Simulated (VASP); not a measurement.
# SrO in VASP: further runs, part 3 of 3

VASP 6.6.1. Earlier steps stand in the parts before.

## 6. Single point, r2SCAN (uniaxial y strain -3.2%)

POSCAR

```
SrO
1.0
    0.0000000000      2.4963041928      2.5798927168
    2.5798927168      0.0000000000      2.5798927168
    2.5798927168      2.4963041928      0.0000000000
Sr O
1 1
Direct
    0.5000000000      0.5000000000      0.5000000000
    0.0000000000      0.0000000000      0.0000000000
```

INCAR.step1

```
  PREC = Accurate
  ENCUT = 520
  ISMEAR = 0
  SIGMA = 0.01
  LREAL = False
  LASPH = True
  NELM = 100
  NBANDS = 15
  GGA = PE
  ALGO = Normal
  EDIFF = 1E-4
  LWAVE = True
  LCHARG = False
```

INCAR.step2

```
  PREC = Accurate
  ENCUT = 520
  EDIFF = 1E-6
  ISMEAR = 0
  SIGMA = 0.01
  LREAL = False
  LASPH = True
  NELM = 100
  ALGO = Normal
  ISIF = 2
  LWAVE = False
  LCHARG = False
  METAGGA = R2SCAN
  LMIXTAU = True
  NBANDS = 15
  ISTART = 1
```

KPOINTS

```
Automatic mesh
0
Gamma
  8 8 8
```

Potentials or basis: VASP PAW PBE potentials, release 64 (Sr_sv, O).

Started as:

```bash
> cat potpaw_PBE.64/Sr_sv/POTCAR potpaw_PBE.64/O/POTCAR > POTCAR
> cp INCAR.step1 INCAR
> mpirun -np 1 vasp_std > vasp.out
> cp INCAR.step2 INCAR
> mpirun -np 1 vasp_std > vasp.out
```

OUTCAR:

```text
PREC = Accurate
   ENCUT = 520
   EDIFF = 1E-6
   ISMEAR = 0
   LREAL = False
   LASPH = True
   NELM = 100
   ISIF = 2
   METAGGA = R2SCAN
   ISTART = 1

 ion  position               nearest neighbor table
   1  0.500  0.500  0.500-   2 2.50   2 2.50   2 2.58   2 2.58   2 2.58   2 2.58
   2  0.000  0.000  0.000-   1 2.50   1 2.50   1 2.58   1 2.58   1 2.58   1 2.58

  LATTYP: Found a body centered tetragonal cell.
 ALAT       =     3.6485192696
 C/A-ratio  =     1.3683930430

  Lattice vectors:

 A1 = (   0.0000000000,  -2.4963041928,   2.5798927168)
 A2 = (   0.0000000000,  -2.4963041928,  -2.5798927168)
 A3 = (   2.5798927168,   2.4963041928,   0.0000000000)

Analysis of symmetry for initial positions (statically):
=====================================================================
 Subroutine PRICEL returns:
 Original cell was already a primitive cell.

 Routine SETGRP: Setting up the symmetry group for a
 body centered tetragonal supercell.

 Subroutine GETGRP returns: Found 16 space group operations
 (whereof 16 operations were pure point group operations)
 out of a pool of 16 trial point group operations.

The static configuration has the point symmetry D_4h.

Analysis of symmetry for dynamics (positions and initial velocities):
=====================================================================
 Subroutine PRICEL returns:
 Original cell was already a primitive cell.

 Routine SETGRP: Setting up the symmetry group for a
 body centered tetragonal supercell.

 Subroutine GETGRP returns: Found 16 space group operations
 (whereof 16 operations were pure point group operations)
 out of a pool of 16 trial point group operations.

The dynamic configuration has the point symmetry D_4h.

 Subroutine INISYM returns: Found 16 space group operations
 (whereof 16 operations are pure point group operations),
 and found     1 'primitive' translations

----------------------------------------------------------------------------------------

                                     Primitive cell

  volume of cell :      33.2300

  direct lattice vectors                    reciprocal lattice vectors
     0.000000000  2.496304193  2.579892717    -0.193806509  0.200296102  0.193806509
     2.579892717  0.000000000  2.579892717     0.193806509 -0.200296102  0.193806509
     2.579892717  2.496304193  0.000000000     0.193806509  0.200296102 -0.193806509

  length of vectors
     3.589899867  3.648519270  3.589899867     0.339470844  0.339470844  0.339470844

  position of ions in fractional coordinates (direct lattice)
     0.500000000  0.500000000  0.500000000
     0.000000000  0.000000000  0.000000000

  ion indices of the primitive-cell ions
   primitive index   ion index
                 1           1
                 2           2

----------------------------------------------------------------------------------------

 KPOINTS: Automatic mesh

Automatic generation of k-mesh.
 Grid dimensions read from file:
 generate k-points for:    8    8    8

 Generating k-lattice:

  Cartesian coordinates                     Fractional coordinates (reciprocal lattice)
    -0.024225814  0.025037013  0.024225814     0.125000000  0.000000000 -0.000000000
     0.024225814 -0.025037013  0.024225814     0.000000000  0.125000000  0.000000000
     0.024225814  0.025037013 -0.024225814    -0.000000000  0.000000000  0.125000000

[... 40 lines left out ...]
   total plane-waves  NPLWV =  21952
   dimension x,y,z NGX =    28 NGY =   28 NGZ =   28
   dimension x,y,z NGXF=    56 NGYF=   56 NGZF=   56
   ions per type =               1   1
   NGX,Y,Z   is equivalent  to a cutoff of  12.97, 12.76, 12.97 a.u.
   NGXF,Y,Z  is equivalent  to a cutoff of  25.93, 25.52, 25.93 a.u.
 SYSTEM =  unknown system
   PREC   = accura    normal or accurate (medium, high low for compatibility)
   ISTART =      1    job   : 0-new  1-cont  2-samecut
   ICHARG =      0    charge: 1-file 2-atom 10-const
   ISPIN  =      1    spin polarized calculation?
   LNONCOLLINEAR =      F non collinear calculations
   LSORBIT =      F    spin-orbit coupling
   LASPH  =      T    aspherical Exc in radial PAW
   ENCUT  =  520.0 eV  38.22 Ry    6.18 a.u.   6.67  6.78  6.67*2*pi/ulx,y,z
   NELM   =    100;   NELMIN=  2; NELMDL=  0     # of ELM steps
   EDIFF  = 0.1E-05   stopping-criterion for ELM
   LREAL  =      F    real-space projection
   EDIFFG = 0.1E-04   stopping-criterion for IOM
   NSW    =      0    number of steps for IOM
   IBRION =     -1    ionic relax: 0-MD 1-quasi-New 2-CG
   NFREE  =      0    steps in history (QN), initial steepest desc. (CG)
   ISIF   =      2    stress and relaxation
   ISYM   =      2    0-nonsym 1-usesym 2-fastsym
   POTIM  = 0.5000    time-step for ionic-motion
   TEBEG  =    0.0;   TEEND  =   0.0 temperature during run
   PSTRESS=    0.0 pullay stress
   NELECT =      16.0000    total number of electrons
   NUPDOWN=      -1.0000    fix difference up-down
   EMIN   =  10.00;   EMAX   =-10.00  energy-range for DOS
   EFERMI =   0.00;   METHOD = LEGACY
   ISMEAR =     0;   SIGMA  =   0.01  broadening in eV -4-tet -1-fermi 0-gaus
   EFERMI_NEDOS =   21; number of points for ismear=-14 and -15
   IALGO  =     38    algorithm
   IMIX   =      4    mixing-type and parameters
     AMIX     =   0.40;   BMIX     =  1.00
     AMIX_MAG =   1.60;   BMIX_MAG =  1.00
  volume/ion in A,a.u.               =      16.62       112.12
  Fermi-wavevector in a.u.,A,eV,Ry     =   1.283132  2.424767 22.400998  1.646427
  Thomas-Fermi vector in A             =   2.415402
   LORBIT       =      0    0 simple, 1 ext, 2 COOP (PROOUT), +10 PAW based schemes
   METAGGA = R2SCAN    functional components
   LHFCALC =     F    Hartree Fock is set to
   AEXX    =    0.0000 exact exchange contribution
   IVDW    =     0    specifies the selected vdW correction
   LEPSILON=     F    determine dielectric tensor
   LRPA    =     F    only Hartree local field effects (RPA)
 non-spin polarized calculation
 Gauss-broadening in eV      SIGMA  =   0.01
  energy-cutoff  :      520.00
  volume of cell :       33.23
 maximum number of plane-waves:       925
   NGX = 13   NGY = 13   NGZ = 13

 number of electron      15.9999995 magnetization

 Free energy of the ion-electron system (eV)
  ---------------------------------------------------
  ext. energy  EPLUGINS =         0.00000000
  ---------------------------------------------------
  free energy    TOTEN  =       -27.02645854 eV

  energy without entropy =      -27.02645854  energy(sigma->0) =      -27.02645854

 E-fermi :   1.7187     XC(G=0): -10.7012

 val. band max:        1.5405321344   @ k =   0.0000   0.0000   0.0000
 cond. band min:       5.0903577327   @ k =   0.5000   0.0000   0.5000
 fundamental gap:      3.5498255983
 Fermi energy:         1.7187075078

 k-point     1 :       0.0000    0.0000    0.0000
  band No.  band energies     occupation
      1     -31.9377      2.00000
      2     -14.6097      2.00000
      3     -12.9446      2.00000
      4     -12.9446      2.00000
      5     -12.9240      2.00000
      6       1.4056      2.00000
      7       1.4056      2.00000
      8       1.5405      2.00000
      9       6.2485      0.00000
     10       8.2021      0.00000
     11       8.2021      0.00000
     12       8.4495      0.00000
     13      10.4187      0.00000
     14      10.9317      0.00000
[... 401 lines left out ...]
      2     -15.7151      2.00000
      3     -13.1075      2.00000
      4     -13.0596      2.00000
      5     -12.1127      2.00000
      6      -0.2055      2.00000
      7       0.5427      2.00000
      8       0.7270      2.00000
      9       7.5960      0.00000
     10       9.2354      0.00000
     11      10.7820      0.00000
     12      10.8552      0.00000
     13      12.6355      0.00000
     14      13.8078      0.00000
     15      18.5085      0.00000

 [... further k-points ...]

------------------------ aborting loop because EDIFF is reached ----------------------------------------

  FORCE on cell =-STRESS in cart. coord.  units (eV):
  Direction    XX          YY          ZZ          XY          YZ          ZX
  --------------------------------------------------------------------------------------
  -------------------------------------------------------------------------------------
  Total        0.4632800      1.6879143      0.4632800      0.0000000      0.0000000      0.0000000
  in kB       22.3369233     81.3823435     22.3369233      0.0000000      0.0000000      0.0000000
  external PRESSURE =      42.0187300 kB  Pullay stress =       0.0000000 kB

 VOLUME and BASIS-vectors are now :
 -----------------------------------------------------------------------------
  energy-cutoff  :      520.00
  volume of cell :       33.23
      direct lattice vectors                 reciprocal lattice vectors
     0.000000000  2.496304193  2.579892717    -0.193806509  0.200296102  0.193806509
     2.579892717  0.000000000  2.579892717     0.193806509 -0.200296102  0.193806509
     2.579892717  2.496304193  0.000000000     0.193806509  0.200296102 -0.193806509

 POSITION                                       TOTAL-FORCE (eV/Angst)
 -----------------------------------------------------------------------------------
      2.57989      2.49630      2.57989         0.000000      0.000000      0.000000
      0.00000      0.00000      0.00000         0.000000     -0.000000     -0.000000
 -----------------------------------------------------------------------------------
    total drift:                                0.000000      0.000000      0.000000

  FREE ENERGIE OF THE ION-ELECTRON SYSTEM (eV)
  ---------------------------------------------------
  free  energy   TOTEN  =       -27.0264585353 eV

  energy  without entropy=      -27.0264585353  energy(sigma->0) =      -27.02645854
```

OUTCAR.step1:

```text
PREC = Accurate
   ENCUT = 520
   ISMEAR = 0
   LREAL = False
   LASPH = True
[... 654 lines left out ...]
      2.57989      2.49630      2.57989         0.000000      0.000000     -0.000000
      0.00000      0.00000      0.00000        -0.000000      0.000000      0.000000
 -----------------------------------------------------------------------------------
    total drift:                                0.000000      0.000000      0.000000

  FREE ENERGIE OF THE ION-ELECTRON SYSTEM (eV)
  ---------------------------------------------------
  free  energy   TOTEN  =       -12.0068549022 eV

  energy  without entropy=      -12.0068549022  energy(sigma->0) =      -12.00685490
```

Run time: 3.9 min. Hardware: 1 thread of Intel Xeon 8259CL, shared host; peak memory 0.19 GiB.

Results:

* Free energy: -27.0265 eV
* Pressure: 4.2 GPa
* Band gap on the k mesh: 3.55 eV (least direct gap 3.74 eV)

Stress tensor (GPa, compression positive):
```
2.23 0.00 0.00
0.00 8.14 0.00
0.00 0.00 2.23
```

Levels at points of the mesh, in eV from the valence-band top:
```tsv
k point	band 5	band 6	band 7	band 8	band 9	band 10	band 11	band 12
(0.00, 0.00, 0.00)	-14.46	-0.13	-0.13	0.00	4.71	6.66	6.66	6.91
(0.50, 0.00, 0.00)	-13.42	-2.25	-1.28	-1.27	7.12	9.17	9.51	9.56
(0.50, 0.50, 0.00)	-14.82	-0.55	-0.22	-0.05	3.69	8.58	11.02	11.19
(0.50, 0.00, 0.50)	-14.91	-0.33	-0.21	-0.21	3.55	8.63	10.97	11.31
```

Caveat: the cell differs from its parent crystal (uniaxial y strain -3.2%); the cell stands under pressure; the PAW data sets were made with another functional, which shifts forces and pressure a little. A k mesh can miss the band edges.

## 7. Overview

| level | cell | k mesh | smearing | grid for exact exchange (PRECFOCK) | share of exact exchange | screening parameter | gap on the mesh (eV) | pressure (GPa) |
| --- | --- | --- | --- | --- | --- | --- | --- | --- |
| HSE06 | a = 3.590, b = 3.649 Å, angles 59.5, 61.1, 59.5°, 2 atoms | 6 × 6 × 6 | gaussian 0.01 eV | Normal | 0.25 | 0.2079 1/Å | 4.57 | 3.8 |
| PBE | a = 3.649 Å, angles 60.0°, 2 atoms | 8 × 8 × 8 | fermi-dirac 0.02 eV | - | - | - | 3.27 | 2.4 |
| r2SCAN | a = 3.649 Å, angles 60.0°, 2 atoms | 8 × 8 × 8 | gaussian 0.01 eV | - | - | - | 3.75 | 0.5 |
| PBE | a = 3.590, b = 3.649 Å, angles 59.5, 61.1, 59.5°, 2 atoms | 8 × 8 × 8 | fermi-dirac 0.02 eV | - | - | - | 3.08 | 6.0 |
| r2SCAN | a = 3.590, b = 3.649 Å, angles 59.5, 61.1, 59.5°, 2 atoms | 8 × 8 × 8 | gaussian 0.01 eV | - | - | - | 3.55 | 4.2 |

Alike in all rows: task single point; potentials or basis VASP PAW PBE potentials, release 64 (Sr_sv, O); no spin polarisation; cutoff (eV) 520.

Caveats: the cell stands under pressure (at least some runs); the PAW data sets were made with another functional, which shifts forces and pressure a little (at least some runs).

Total energies depend on the potentials used, so only differences within one code and one set of settings carry meaning.
